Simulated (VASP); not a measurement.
# CuAu (R-3m) in VASP: settings compared

Aim: see how the results for CuAu move with the level of theory and the settings. Levels: LDA, PBEsol. Tasks: single point.

Everything below comes from runs of VASP 6.6.1. Logs are shortened: lines on timing, memory, paths and dates and some standing lists are left out, and cuts for length are marked.

## Step 1: The cell of the first run

It takes space group R-3m (No. 166, trigonal). Conventional cell: a = 2.905 Å, b = 2.905 Å, c = 12.853 Å, α = 90.00°, β = 90.00°, γ = 120.00°. Au (site symmetry -3m) has 6 Cu at 2.72 Å and 6 Au at 2.91 Å within 3.6 Å. Cu (site symmetry -3m) has 6 Au at 2.72 Å and 6 Cu at 2.91 Å within 3.6 Å.

## Step 2: Single point, LDA

INCAR

```
PREC = Accurate
ENCUT = 520
EDIFF = 1E-7
ISMEAR = -1
SIGMA = 0.05
LREAL = F
LASPH = T
NELM = 80
ALGO = Normal
ISIF = 2
LWAVE = F
LCHARG = F
GGA = CA
NBANDS = 18
```

KPOINTS

```
regular mesh
0
Gamma
  11 11 11
```

POSCAR

```
CuAu
1.0
    1.4526137943      0.8386669652      4.2843581437
   -1.4526137943      0.8386669652      4.2843581437
    0.0000000000     -1.6773339303      4.2843581437
Au Cu
1 1
Direct
    0.0000000000      0.0000000000      0.0000000000
    0.5000000000      0.5000000000      0.5000000000
```

Potentials or basis: VASP PAW LDA potentials, release 64 (Au, Cu).

Launch:

```console
> cat potpaw_LDA.64/Au/POTCAR potpaw_LDA.64/Cu/POTCAR > POTCAR
> mpirun -np 1 vasp_std > vasp.out
```

OUTCAR:

```text
PREC = Accurate
   ENCUT = 520
   EDIFF = 1E-7
   ISMEAR = -1
   LREAL = F
   LASPH = T
   NELM = 80
   ISIF = 2
   GGA = CA

 ion  position               nearest neighbor table
   1  0.000  0.000  0.000-   2 2.72   2 2.72   2 2.72   2 2.72   2 2.72   2 2.72
   2  0.500  0.500  0.500-   1 2.72   1 2.72   1 2.72   1 2.72   1 2.72   1 2.72

  LATTYP: Found a trigonal (rhomboedric) cell.
 ALAT       =     4.6009970460
 COS(alpha) =     0.8006453295

  Lattice vectors:

 A1 = (   1.4526137943,   0.8386669652,   4.2843581437)
 A2 = (  -1.4526137943,   0.8386669652,   4.2843581437)
 A3 = (   0.0000000000,  -1.6773339303,   4.2843581437)

Analysis of symmetry for initial positions (statically):
=====================================================================
 Subroutine PRICEL returns:
 Original cell was already a primitive cell.

 Routine SETGRP: Setting up the symmetry group for a
 trigonal (rhombohedral) supercell.

 Subroutine GETGRP returns: Found 12 space group operations
 (whereof 12 operations were pure point group operations)
 out of a pool of 12 trial point group operations.

The static configuration has the point symmetry D_3d.

Analysis of symmetry for dynamics (positions and initial velocities):
=====================================================================
 Subroutine PRICEL returns:
 Original cell was already a primitive cell.

 Routine SETGRP: Setting up the symmetry group for a
 trigonal (rhombohedral) supercell.

 Subroutine GETGRP returns: Found 12 space group operations
 (whereof 12 operations were pure point group operations)
 out of a pool of 12 trial point group operations.

The dynamic configuration has the point symmetry D_3d.

 Subroutine INISYM returns: Found 12 space group operations
 (whereof 12 operations are pure point group operations),
 and found     1 'primitive' translations

----------------------------------------------------------------------------------------

                                     Primitive cell

  volume of cell :      31.3168

  direct lattice vectors                    reciprocal lattice vectors
     1.452613794  0.838666965  4.284358144     0.344207113  0.198728069  0.077802397
    -1.452613794  0.838666965  4.284358144    -0.344207113  0.198728069  0.077802397
     0.000000000 -1.677333930  4.284358144     0.000000000 -0.397456138  0.077802397

  length of vectors
     4.600997046  4.600997046  4.600997046     0.404999500  0.404999500  0.404999500

  position of ions in fractional coordinates (direct lattice)
     0.000000000  0.000000000  0.000000000
     0.500000000  0.500000000  0.500000000

  ion indices of the primitive-cell ions
   primitive index   ion index
                 1           1
                 2           2

----------------------------------------------------------------------------------------

 KPOINTS: regular mesh

Automatic generation of k-mesh.
 Grid dimensions read from file:
 generate k-points for:   11   11   11

 Generating k-lattice:

  Cartesian coordinates                     Fractional coordinates (reciprocal lattice)
     0.031291556  0.018066188  0.007072945     0.090909091 -0.000000000 -0.000000000
    -0.031291556  0.018066188  0.007072945    -0.000000000  0.090909091 -0.000000000
     0.000000000 -0.036132376  0.007072945    -0.000000000 -0.000000000  0.090909091

  Length of vectors
     0.036818136  0.036818136  0.036818136

  Shift w.r.t. Gamma in fractional coordinates (k-lattice)
     0.000000000  0.000000000  0.000000000

 Subroutine IBZKPT returns following result:
 ===========================================

 Found    146 irreducible k-points:

 Following reciprocal coordinates:
            Coordinates               Weight
  0.000000  0.000000  0.000000      1.000000
  0.090909  0.000000 -0.000000      6.000000
  0.181818  0.000000  0.000000      6.000000
  0.272727  0.000000 -0.000000      6.000000
  0.363636 -0.000000  0.000000      6.000000
  0.454545 -0.000000  0.000000      6.000000
[... 16 lines left out ...]
 -0.272727  0.181818  0.000000     12.000000
 -0.181818  0.181818  0.000000      6.000000
 [... further k-points ...]
   k-points           NKPTS =    146   k-points in BZ     NKDIM =    146   number of bands    NBANDS=     18
   number of dos      NEDOS =    301   number of ions     NIONS =      2
   total plane-waves  NPLWV =  46656
   dimension x,y,z NGX =    36 NGY =   36 NGZ =   36
   dimension x,y,z NGXF=    72 NGYF=   72 NGZF=   72
   ions per type =               1   1
   NGX,Y,Z   is equivalent  to a cutoff of  13.01, 13.01, 13.01 a.u.
   NGXF,Y,Z  is equivalent  to a cutoff of  26.02, 26.02, 26.02 a.u.
 SYSTEM =  unknown system
   PREC   = accura    normal or accurate (medium, high low for compatibility)
   ISTART =      0    job   : 0-new  1-cont  2-samecut
   ICHARG =      2    charge: 1-file 2-atom 10-const
   ISPIN  =      1    spin polarized calculation?
   LNONCOLLINEAR =      F non collinear calculations
   LSORBIT =      F    spin-orbit coupling
   LASPH  =      T    aspherical Exc in radial PAW
   ENCUT  =  520.0 eV  38.22 Ry    6.18 a.u.   8.55  8.55  8.55*2*pi/ulx,y,z
   NELM   =     80;   NELMIN=  2; NELMDL= -5     # of ELM steps
   EDIFF  = 0.1E-06   stopping-criterion for ELM
   LREAL  =      F    real-space projection
   EDIFFG = 0.1E-05   stopping-criterion for IOM
   NSW    =      0    number of steps for IOM
   IBRION =     -1    ionic relax: 0-MD 1-quasi-New 2-CG
   NFREE  =      0    steps in history (QN), initial steepest desc. (CG)
   ISIF   =      2    stress and relaxation
   ISYM   =      2    0-nonsym 1-usesym 2-fastsym
   POTIM  = 0.5000    time-step for ionic-motion
   TEBEG  =    0.0;   TEEND  =   0.0 temperature during run
   PSTRESS=    0.0 pullay stress
   NELECT =      22.0000    total number of electrons
   NUPDOWN=      -1.0000    fix difference up-down
   EMIN   =  10.00;   EMAX   =-10.00  energy-range for DOS
   EFERMI =   0.00;   METHOD = LEGACY
   ISMEAR =    -1;   SIGMA  =   0.05  broadening in eV -4-tet -1-fermi 0-gaus
   EFERMI_NEDOS =   21; number of points for ismear=-14 and -15
   IALGO  =     38    algorithm
   IMIX   =      4    mixing-type and parameters
     AMIX     =   0.40;   BMIX     =  1.00
     AMIX_MAG =   1.60;   BMIX_MAG =  1.00
  volume/ion in A,a.u.               =      15.66       105.67
  Fermi-wavevector in a.u.,A,eV,Ry     =   1.455314  2.750145 28.816322  2.117940
  Thomas-Fermi vector in A             =   2.572363
   LORBIT       =      0    0 simple, 1 ext, 2 COOP (PROOUT), +10 PAW based schemes
   GGA     = CA    functional components
   LHFCALC =     F    Hartree Fock is set to
   AEXX    =    0.0000 exact exchange contribution
   IVDW    =     0    specifies the selected vdW correction
   LEPSILON=     F    determine dielectric tensor
   LRPA    =     F    only Hartree local field effects (RPA)
 non-spin polarized calculation
  energy-cutoff  :      520.00
  volume of cell :       31.32
 maximum number of plane-waves:       865
 NGX is ok and might be reduce to    36
   NGX = 17   NGY = 17   NGZ = 17

 number of electron      21.9999997 magnetization

 Free energy of the ion-electron system (eV)
  ---------------------------------------------------
  ext. energy  EPLUGINS =         0.00000000
  ---------------------------------------------------
  free energy    TOTEN  =        -8.94216741 eV

  energy without entropy =       -8.93428940  energy(sigma->0) =       -8.93822841

 E-fermi :   7.5284     XC(G=0): -12.5398

 val. band max:        7.5137976402   @ k =   0.1818   0.0909   0.0909
 cond. band min:       7.5515696108   @ k =   0.4545   0.2727   0.1818
 fundamental gap:      0.0377719706
 Fermi energy:         7.5283902294

 k-point     1 :       0.0000    0.0000    0.0000
  band No.  band energies     occupation
      1      -1.7280      2.00000
      2       1.2540      2.00000
      3       2.8784      2.00000
      4       2.8784      2.00000
      5       3.8360      2.00000
      6       3.8360      2.00000
[... 10 lines left out ...]
     17      24.9013      0.00000
     18      27.3067      0.00000

 k-point     2 :       0.0909    0.0000   -0.0000
  band No.  band energies     occupation
      1      -1.4787      2.00000
      2       1.3962      2.00000
      3       2.7859      2.00000
      4       3.0292      2.00000
      5       3.6488      2.00000
      6       3.8453      2.00000
[... 10 lines left out ...]
     17      24.4288      0.00000
     18      25.8301      0.00000

 k-point     3 :       0.1818    0.0000    0.0000
  band No.  band energies     occupation
      1      -0.7705      2.00000
      2       1.7438      2.00000
      3       2.6243      2.00000
      4       3.1742      2.00000
      5       3.4403      2.00000
      6       3.8826      2.00000
[... 10 lines left out ...]
     17      23.3549      0.00000
     18      24.4423      0.00000

 k-point     4 :       0.2727    0.0000   -0.0000
  band No.  band energies     occupation
      1       0.2216      2.00000
      2       1.9023      2.00000
      3       2.6704      2.00000
      4       2.8880      2.00000
      5       3.7858      2.00000
      6       4.1756      2.00000
[... 375 lines left out ...]
      4       3.0482      2.00000
      5       3.4745      2.00000
      6       4.5304      2.00000
[... 10 lines left out ...]
     17      17.6707      0.00000
     18      23.1346      0.00000

 k-point    23 :      -0.2727    0.1818    0.0000
  band No.  band energies     occupation
      1       1.5735      2.00000
      2       2.1927      2.00000
      3       2.2693      2.00000
      4       2.9536      2.00000
      5       3.2764      2.00000
      6       4.5925      2.00000
[... 10 lines left out ...]
     17      18.2416      0.00000
     18      25.6300      0.00000

 k-point    24 :      -0.1818    0.1818    0.0000
  band No.  band energies     occupation
      1       0.7502      2.00000
      2       2.2237      2.00000
      3       2.4792      2.00000
      4       2.4822      2.00000
      5       3.4703      2.00000
      6       4.6689      2.00000
[... 10 lines left out ...]
     17      19.8065      0.00000
     18      26.6542      0.00000

 [... further k-points ...]

------------------------ aborting loop because EDIFF is reached ----------------------------------------

  FORCE on cell =-STRESS in cart. coord.  units (eV):
  Direction    XX          YY          ZZ          XY          YZ          ZX
  --------------------------------------------------------------------------------------
  -------------------------------------------------------------------------------------
  Total       -2.8295103     -2.8295103     -2.7701655     -0.0000000     -0.0000000      0.0000000
  in kB     -144.7588587   -144.7588587   -141.7227537     -0.0000000     -0.0000000      0.0000000
  external PRESSURE =    -143.7468237 kB  Pullay stress =       0.0000000 kB

 VOLUME and BASIS-vectors are now :
 -----------------------------------------------------------------------------
  energy-cutoff  :      520.00
  volume of cell :       31.32
      direct lattice vectors                 reciprocal lattice vectors
     1.452613794  0.838666965  4.284358144     0.344207113  0.198728069  0.077802397
    -1.452613794  0.838666965  4.284358144    -0.344207113  0.198728069  0.077802397
     0.000000000 -1.677333930  4.284358144     0.000000000 -0.397456138  0.077802397

 POSITION                                       TOTAL-FORCE (eV/Angst)
 -----------------------------------------------------------------------------------
      0.00000      0.00000      0.00000         0.000000     -0.000000      0.000000
      0.00000      0.00000      6.42654        -0.000000      0.000000     -0.000000
 -----------------------------------------------------------------------------------
    total drift:                                0.000000     -0.000000      0.000000

  FREE ENERGIE OF THE ION-ELECTRON SYSTEM (eV)
  ---------------------------------------------------
  free  energy   TOTEN  =        -8.9421674149 eV

  energy  without entropy=       -8.9342893990  energy(sigma->0) =       -8.93822841
```

It took 81 s on 1 thread of Intel Xeon 6975P-C (Granite Rapids), shared host; peak memory 0.23 GiB.

What came out:

```
Free energy            : -8.9422 eV
Pressure               : -14.4 GPa
Band gap on the k mesh : zero (band 11 reaches 9.59 eV, above the bottom of band 12 at 5.40 eV)
```

Stress tensor (GPa, compression positive):
```
-14.48   0.00   0.00
  0.00 -14.48   0.00
  0.00   0.00 -14.17
```

Caveat: spin-orbit coupling is left out, which moves the levels of the heavy elements.

## Step 3: Single point, PBEsol

INCAR

```
  ALGO = Normal
  EDIFF = 1E-6
  ENCUT = 520
  GGA = PS
  ISIF = 2
  ISMEAR = -1
  LASPH = T
  LCHARG = T
  LELF = T
  LREAL = F
  LVHAR = T
  LWAVE = F
  NBANDS = 18
  NELM = 100
  PREC = Accurate
  SIGMA = 0.05
```

KPOINTS

```
k-points
0
Gamma
  11 11 11
```

POSCAR is that of step 2.

Potentials or basis: VASP PAW PBE potentials, release 64 (Au, Cu).

Launch:

```console
> cat potpaw_PBE.64/Au/POTCAR potpaw_PBE.64/Cu/POTCAR > POTCAR
> mpirun -np 1 vasp_std > vasp.out
```

Wall time 81 s (1 thread of Intel Xeon 6975P-C (Granite Rapids), shared host); peak memory 0.26 GiB.

Results (log left out):

| Item | Value |
| --- | --- |
| Free energy | -8.1180 eV |
| Pressure | -10.3 GPa |
| Band gap on the k mesh | zero (band 11 reaches 9.61 eV, above the bottom of band 12 at 5.50 eV) |

Stress tensor (GPa, compression positive):
```
-10.69   0.00   0.00
  0.00 -10.69   0.00
  0.00   0.00  -9.42
```

Levels at points of the mesh, in eV from the Fermi level:
| k point | band 8 | band 9 | band 10 | band 11 | band 12 | band 13 | band 14 | band 15 |
| --- | --- | --- | --- | --- | --- | --- | --- | --- |
| (0.00, 0.00, 0.00) | -2.13 | -2.13 | -1.54 | -1.54 | -0.05 | 4.45 | 14.52 | 15.77 |

Caveat: the PAW data sets were made with another functional, which shifts forces and pressure a little; spin-orbit coupling is left out, which moves the levels of the heavy elements.

## Step 4: Single point, LDA

This run uses another cell than the first one, of 15.97 Å³/atom, 1.020 times its volume.

INCAR

```
PREC = Accurate ; ENCUT = 520
EDIFF = 1E-6 ; ISMEAR = -1
SIGMA = 0.05 ; LREAL = False
LASPH = True ; NELM = 60
ALGO = Normal ; ISIF = 2
LWAVE = False ; LCHARG = False
GGA = CA ; NBANDS = 18
```

KPOINTS

```
regular mesh
0
Gamma
  11 11 11
```

POSCAR

```
CuAu
1.0
    1.4620466157      0.8441130071      4.3121794307
   -1.4620466157      0.8441130071      4.3121794307
    0.0000000000     -1.6882260143      4.3121794307
Au Cu
1 1
Direct
    0.0000000000      0.0000000000      0.0000000000
    0.5000000000      0.5000000000      0.5000000000
```

Potentials or basis: VASP PAW LDA potentials, release 64 (Au, Cu).

Launch:

```console
> cat potpaw_LDA.64/Au/POTCAR potpaw_LDA.64/Cu/POTCAR > POTCAR
> mpirun -np 1 vasp_std > vasp.out
```

Wall time 59 s (1 thread of Intel Xeon 6975P-C (Granite Rapids), shared host); peak memory 0.24 GiB.

The run converged. Its results:

* Free energy: -8.8840 eV
* Pressure: -16.1 GPa
* Band gap on the k mesh: zero (band 11 reaches 9.32 eV, above the bottom of band 12 at 5.18 eV)

Levels at points of the mesh, in eV from the Fermi level:
```
           k point  band 7  band 8  band 9  band 10  band 11  band 12  band 13  band 14  band 15  band 16
(0.00, 0.00, 0.00)   -2.62   -2.13   -2.13    -1.55    -1.55     0.04     4.34    14.55    15.51    15.51
```

Caveat: spin-orbit coupling is left out, which moves the levels of the heavy elements.

## Step 5: Single point, PBEsol

This run uses another cell than the first one, of 15.97 Å³/atom, 1.020 times its volume.

INCAR

```
SYSTEM = CuAu
ALGO = Fast ; EDIFF = 1E-6
ENCUT = 520 ; GGA = PS
ISIF = 2 ; ISMEAR = -1
LASPH = .True. ; LCHARG = .False.
LREAL = .False. ; LWAVE = .False.
NBANDS = 18 ; NELM = 60
PREC = Accurate ; SIGMA = 0.05
```

KPOINTS

```
k-points
0
Gamma
  11 11 11
  0 0 0
```

POSCAR is that of step 4.

Potentials or basis: VASP PAW PBE potentials, release 64 (Au, Cu).

Launch:

```console
> cat potpaw_PBE.64/Au/POTCAR potpaw_PBE.64/Cu/POTCAR > POTCAR
> mpirun -np 1 vasp_std > vasp.out
```

Run time: 98 s. Hardware: 1 thread of Intel Xeon 6975P-C (Granite Rapids), shared host; peak memory 0.28 GiB.

It converged, with:

```yaml
Free_energy: -8.0753 eV
Pressure: -12.5 GPa
Band_gap_on_the_k_mesh: zero (band 11 reaches 9.34 eV, above the bottom of band 12 at 5.28 eV)
```

Stress tensor (GPa, compression positive):
```
-12.81   0.00   0.00
  0.00 -12.81   0.00
  0.00   0.00 -11.94
```

Levels at points of the mesh, in eV from the Fermi level:
| k point | band 8 | band 9 | band 10 | band 11 | band 12 | band 13 | band 14 | band 15 |
| --- | --- | --- | --- | --- | --- | --- | --- | --- |
| (0.00, 0.00, 0.00) | -2.09 | -2.09 | -1.51 | -1.51 | 0.01 | 4.35 | 14.51 | 15.61 |

Caveat: the PAW data sets were made with another functional, which shifts forces and pressure a little; spin-orbit coupling is left out, which moves the levels of the heavy elements.

## Step 6: Summary

| level | potentials or basis | cell | gap on the mesh (eV) | pressure (GPa) |
| --- | --- | --- | --- | --- |
| LDA | VASP PAW LDA potentials, release 64 (Au, Cu) | a = 4.601 Å, angles 36.8°, 2 atoms | none | -14.4 |
| PBEsol | VASP PAW PBE potentials, release 64 (Au, Cu) | a = 4.601 Å, angles 36.8°, 2 atoms | none | -10.3 |
| LDA | VASP PAW LDA potentials, release 64 (Au, Cu) | a = 4.631 Å, angles 36.8°, 2 atoms | none | -16.1 |
| PBEsol | VASP PAW PBE potentials, release 64 (Au, Cu) | a = 4.631 Å, angles 36.8°, 2 atoms | none | -12.5 |

Alike in all rows: task single point; no spin polarisation; k mesh 11 × 11 × 11; cutoff (eV) 520; smearing fermi-dirac 0.05 eV.

Caveats: spin-orbit coupling is left out, which moves the levels of the heavy elements; the PAW data sets were made with another functional, which shifts forces and pressure a little (some runs).

Total energies depend on the potentials used, so only differences within one code and one set of settings carry meaning.
